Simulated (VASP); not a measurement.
# AlRu in VASP: single point with PBE

Aim: the single point of AlRu with PBE.

Everything below comes from runs of VASP 6.6.1. Logs are shortened: lines on timing, memory, paths and dates and some standing lists are left out, and cuts for length are marked.

### 1 The cell of the first run

The cell holds a slab with vacuum, 8 atoms: a = 3.004 Å, b = 3.004 Å, c = 25.514 Å, α = 90.00°, β = 90.00°, γ = 90.00°.

### 2 Single point, PBE

The input, INCAR:

```
SYSTEM = AlRu
PREC = Accurate
ENCUT = 450
EDIFF = 1E-6
ISMEAR = 0
SIGMA = 0.1
LREAL = .FALSE.
LASPH = .TRUE.
NELM = 300
ALGO = Normal
ISIF = 2
LWAVE = .FALSE.
LCHARG = .TRUE.
LDIPOL = .TRUE.
IDIPOL = 3
DIPOL = 0.5 0.5 0.500
GGA = PE
LVHAR = .TRUE.
LVACPOTAV = .TRUE.
NBANDS = 44
GGA_COMPAT = .FALSE.
NELMDL = -8
AMIX = 0.1
BMIX = 1E-4
AMIX_MAG = 0.4
BMIX_MAG = 1E-4
KPAR = 4
```

The input, KPOINTS:

```
regular mesh
0
G
  12 12 1
  0 0 0
```

The input, POSCAR:

```
AlRu
1.0
    3.0040847246      0.0000000000      0.0000000000
    0.0000000000      3.0040847246      0.0000000000
    0.0000000000      0.0000000000     25.5142965360
Ru Al
4 4
Direct
    0.5000000000      0.5000000000      0.2939528428
    0.5000000000      0.5000000000      0.4116940755
    0.5000000000      0.5000000000      0.5294353082
    0.5000000000      0.5000000000      0.6471765408
    0.0000000000      0.0000000000      0.3528234592
    0.0000000000      0.0000000000      0.4705646918
    0.0000000000      0.0000000000      0.5883059245
    0.0000000000      0.0000000000      0.7060471572
```

Potentials or basis: VASP PAW PBE potentials, release 64 (Ru_pv, Al).

Run with:

```console
$ cat potpaw_PBE.64/Ru_pv/POTCAR potpaw_PBE.64/Al/POTCAR > POTCAR
$ mpirun -np 4 vasp_std > vasp.out
```

OUTCAR:

```text
SYSTEM = AlRu
   PREC = Accurate
   ENCUT = 450
   EDIFF = 1E-6
   ISMEAR = 0
   LREAL = .FALSE.
   LASPH = .TRUE.
   NELM = 300
   ISIF = 2
   GGA = PE
   NELMDL = -8
   AMIX = 0.1
   AMIX_MAG = 0.4

 ion  position               nearest neighbor table
   1  0.500  0.500  0.294-   5 2.60   5 2.60   5 2.60   5 2.60   2 3.00
   2  0.500  0.500  0.412-   5 2.60   6 2.60   5 2.60   6 2.60   5 2.60   6 2.60   5 2.60   6 2.60
                             1 3.00   3 3.00
   3  0.500  0.500  0.529-   7 2.60   7 2.60   7 2.60   7 2.60   6 2.60   6 2.60   6 2.60   6 2.60
                             4 3.00   2 3.00
   4  0.500  0.500  0.647-   7 2.60   7 2.60   7 2.60   7 2.60   8 2.60   8 2.60   8 2.60   8 2.60
                             3 3.00
   5  0.000  0.000  0.353-   2 2.60   2 2.60   2 2.60   2 2.60   1 2.60   1 2.60   1 2.60   1 2.60
                             6 3.00
   6  0.000  0.000  0.471-   2 2.60   2 2.60   2 2.60   2 2.60   3 2.60   3 2.60   3 2.60   3 2.60
                             5 3.00   7 3.00
   7  0.000  0.000  0.588-   3 2.60   4 2.60   3 2.60   4 2.60   3 2.60   4 2.60   3 2.60   4 2.60
                             6 3.00   8 3.00
   8  0.000  0.000  0.706-   4 2.60   4 2.60   4 2.60   4 2.60   7 3.00

  LATTYP: Found a simple tetragonal cell.
 ALAT       =     3.0040847246
 C/A-ratio  =     8.4932013825

  Lattice vectors:

 A1 = (   3.0040847246,   0.0000000000,   0.0000000000)
 A2 = (   0.0000000000,   3.0040847246,   0.0000000000)
 A3 = (   0.0000000000,   0.0000000000,  25.5142965360)

Analysis of symmetry for initial positions (statically):
=====================================================================
 Subroutine PRICEL returns:
 Original cell was already a primitive cell.

 Routine SETGRP: Setting up the symmetry group for a
 simple tetragonal supercell.

 Subroutine GETGRP returns: Found  8 space group operations
 (whereof  8 operations were pure point group operations)
 out of a pool of 16 trial point group operations.

The static configuration has the point symmetry C_4v.

Analysis of symmetry for dynamics (positions and initial velocities):
=====================================================================
 Subroutine PRICEL returns:
 Original cell was already a primitive cell.

 Routine SETGRP: Setting up the symmetry group for a
 simple tetragonal supercell.

 Subroutine GETGRP returns: Found  8 space group operations
 (whereof  8 operations were pure point group operations)
[... 124 lines left out ...]
   PSTRESS=    0.0 pullay stress
   NELECT =      68.0000    total number of electrons
   NUPDOWN=      -1.0000    fix difference up-down
   EMIN   =  10.00;   EMAX   =-10.00  energy-range for DOS
   EFERMI =   0.00;   METHOD = LEGACY
   ISMEAR =     0;   SIGMA  =   0.10  broadening in eV -4-tet -1-fermi 0-gaus
   EFERMI_NEDOS =   21; number of points for ismear=-14 and -15
   IALGO  =     38    algorithm
   IMIX   =      4    mixing-type and parameters
     AMIX     =   0.10;   BMIX     =  0.00
     AMIX_MAG =   0.40;   BMIX_MAG =  0.00
  volume/ion in A,a.u.               =      28.78       194.23
  Fermi-wavevector in a.u.,A,eV,Ry     =   1.090206  2.060190 16.171186  1.188549
  Thomas-Fermi vector in A             =   2.226425
   LORBIT       =      0    0 simple, 1 ext, 2 COOP (PROOUT), +10 PAW based schemes
   GGA     = PE    functional components
   LHFCALC =     F    Hartree Fock is set to
   AEXX    =    0.0000 exact exchange contribution
   IVDW    =     0    specifies the selected vdW correction
   LEPSILON=     F    determine dielectric tensor
   LRPA    =     F    only Hartree local field effects (RPA)
 non-spin polarized calculation
 Gauss-broadening in eV      SIGMA  =   0.10
  energy-cutoff  :      450.00
  volume of cell :      230.25
 maximum number of plane-waves:      5064
 NGX is ok and might be reduce to    24
   NGX = 11   NGY = 11   NGZ = 89

 dipolmoment           0.000000      0.000000      0.017361 electrons x Angstroem

 number of electron      67.9999992 magnetization

 dipolmoment           0.000000      0.000000     -0.053465 electrons x Angstroem

 Free energy of the ion-electron system (eV)
  ---------------------------------------------------
  ext. energy  EPLUGINS =         0.00000000
  ---------------------------------------------------
  free energy    TOTEN  =       -53.86086735 eV

  energy without entropy =      -53.82337578  energy(sigma->0) =      -53.84212156

 E-fermi :   3.1078     XC(G=0):  -6.7762

 val. band max:        3.1008548965   @ k =   0.3333   0.2500   0.0000
 cond. band min:       3.1249166862   @ k =   0.5000   0.2500   0.0000
 fundamental gap:      0.0240617897
 Fermi energy:         3.1078398968

 k-point     1 :       0.0000    0.0000    0.0000
  band No.  band energies     occupation
      1     -38.9285      2.00000
      2     -38.8725      2.00000
      3     -38.7556      2.00000
      4     -38.7556      2.00000
      5     -38.7488      2.00000
      6     -38.7249      2.00000
[... 1117 lines left out ...]
     43       7.8404      0.00000
     44       8.4007      0.00000

 [... further k-points ...]

------------------------ aborting loop because EDIFF is reached ----------------------------------------

  FORCE on cell =-STRESS in cart. coord.  units (eV):
  Direction    XX          YY          ZZ          XY          YZ          ZX
  --------------------------------------------------------------------------------------
  -------------------------------------------------------------------------------------
  Total       -3.7629913     -3.7629913     -4.0783127      0.0000000      0.0000000      0.0000000
  in kB      -26.1839907    -26.1839907    -28.3780895      0.0000000      0.0000000      0.0000000
  external PRESSURE =     -26.9153570 kB  Pullay stress =       0.0000000 kB

 VOLUME and BASIS-vectors are now :
 -----------------------------------------------------------------------------
  energy-cutoff  :      450.00
  volume of cell :      230.25
      direct lattice vectors                 reciprocal lattice vectors
     3.004084725  0.000000000  0.000000000     0.332880092  0.000000000  0.000000000
     0.000000000  3.004084725  0.000000000     0.000000000  0.332880092  0.000000000
     0.000000000  0.000000000 25.514296536     0.000000000  0.000000000  0.039193712

 POSITION                                       TOTAL-FORCE (eV/Angst)
 -----------------------------------------------------------------------------------
      1.50204      1.50204      7.50000         0.000000     -0.000000      0.657715
      1.50204      1.50204     10.50408         0.000000      0.000000     -0.322766
      1.50204      1.50204     13.50817         0.000000     -0.000000     -0.223446
      1.50204      1.50204     16.51225        -0.000000      0.000000      1.511566
      0.00000      0.00000      9.00204         0.000000      0.000000     -0.270911
      0.00000      0.00000     12.00613         0.000000      0.000000      0.169782
      0.00000      0.00000     15.01021         0.000000      0.000000     -0.117357
      0.00000      0.00000     18.01430         0.000000      0.000000     -1.404584
 -----------------------------------------------------------------------------------
    total drift:                                0.000000     -0.000000     -0.000097

  FREE ENERGIE OF THE ION-ELECTRON SYSTEM (eV)
  ---------------------------------------------------
  free  energy   TOTEN  =       -53.8608673452 eV

  energy  without entropy=      -53.8233757758  energy(sigma->0) =      -53.84212156

 vacuum level on the upper side and lower side of the slab         6.363         7.435
```

OSZICAR:

```text
N       E                     dE             d eps       ncg     rms          rms(c)
DAV:   1     0.479631125143E+03    0.47963E+03   -0.37034E+04  3224   0.124E+03
DAV:   2    -0.409409183681E+02   -0.52057E+03   -0.50076E+03  2780   0.351E+02
DAV:   3    -0.587388803969E+02   -0.17798E+02   -0.17271E+02  2964   0.607E+01
[... 36 lines left out ...]
DAV:  40    -0.538608607897E+02   -0.20310E-04   -0.91601E-06  2176   0.923E-03    0.631E-03
DAV:  41    -0.538608630006E+02   -0.22109E-05   -0.36268E-07  1796   0.252E-03    0.474E-03
DAV:  42    -0.538608648456E+02   -0.18451E-05   -0.21994E-07  1656   0.144E-03    0.336E-03
DAV:  43    -0.538608672640E+02   -0.24183E-05   -0.11708E-06  1744   0.280E-03    0.710E-04
DAV:  44    -0.538608673452E+02   -0.81204E-07   -0.71575E-08  1552   0.956E-04
   1 F= -.53860867E+02 E0= -.53842122E+02  d E =-.374916E-01
```

stdout:

```text
POSCAR found type information on POSCAR RuAl
 POSCAR found :  2 types and       8 ions
 scaLAPACK will be used
 LDA part: xc-table for (Slater+PW92), standard interpolation
 POSCAR, INCAR and KPOINTS ok, starting setup
 FFT: planning ... GRIDC
 FFT: planning ... GRID_SOFT
 FFT: planning ... GRID
 WAVECAR not read
 entering main loop
 -----------------------------------------------------------------------------
|                                                                             |
|           W    W    AA    RRRRR   N    N  II  N    N   GGGG   !!!           |
|           W    W   A  A   R    R  NN   N  II  NN   N  G    G  !!!           |
|           W    W  A    A  R    R  N N  N  II  N N  N  G       !!!           |
|           W WW W  AAAAAA  RRRRR   N  N N  II  N  N N  G  GGG   !            |
|           WW  WW  A    A  R   R   N   NN  II  N   NN  G    G                |
|           W    W  A    A  R    R  N    N  II  N    N   GGGG   !!!           |
|                                                                             |
|     Did not find any points to average over, which means that no vacuum     |
|     field-free region was found. Please increase the size of  your cell     |
|     in the dimension of the dipole correction to obtain accurate            |
|     workfunction values.                                                    |
|                                                                             |
 -----------------------------------------------------------------------------
```

Wall time 2.4 min (4 MPI ranks of Intel Xeon 6975P-C (Granite Rapids), shared host); peak memory 0.41 GiB.

What came out:

| Property | Result |
| --- | --- |
| Free energy | -53.8609 eV |
| Largest force | 1.512 eV/Å |
| Band gap on the k mesh | zero (bands 34 and 35 overlap by 2.03 eV) |

Forces in eV/Å, atoms in the order of the input:
```
Ru   0.000  0.000  0.658
Ru   0.000  0.000 -0.323
Ru   0.000  0.000 -0.223
Ru   0.000  0.000  1.512
Al   0.000  0.000 -0.271
Al   0.000  0.000  0.170
Al   0.000  0.000 -0.117
Al   0.000  0.000 -1.405
```

The gap in the log of VASP goes by the Fermi energy; the results here count the filled bands.